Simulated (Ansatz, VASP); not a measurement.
Two plane-wave programs on SrTiO

```
CELL_PARAMETERS angstrom
3.45592 0.00000 0.00000
-1.72796 2.99292 0.00000
0.00000 0.00000 6.26088
ATOMIC_POSITIONS crystal
Sr 0.00000 0.00000 0.00000
Ti 0.33333 0.66667 0.50000
O 0.66667 0.33333 0.50000
```

Change from the starting cell: species swapped into the SrGaGe type (P-6m2, No. 187).

Alike in both runs: task relaxation of cell and atoms; functional PBE; k mesh 18 × 18 × 8; occupations gaussian, width 0.1 eV; no spin polarisation.

|  | VASP | Ansatz |
| --- | --- | --- |
| version | VASP 6.6.1 | Ansatz 0.2.0 |
| potentials or method | VASP PAW PBE potentials, release 64 (Sr_sv, Ti_sv, O), cutoff 600 eV | scalar-relativistic, plane waves, PAW |
| valence electrons in the cell | 28 | 28 |

Ansatz gave:

- gap on the k mesh at the Fermi level, each at its own relaxed structure (eV): none
- relaxed volume (Å³/atom): 21.63
- relaxed length of the cell vector where the two differ most in proportion (Å): 6.280

Problem. Which values does VASP return?

Solution. gap on the k mesh at the Fermi level, each at its own relaxed structure (eV): none; relaxed volume (Å³/atom): 21.63; relaxed length of the cell vector where the two differ most in proportion (Å): 6.264.

A gap of «none» marks a metal or a gap that the smearing closes.
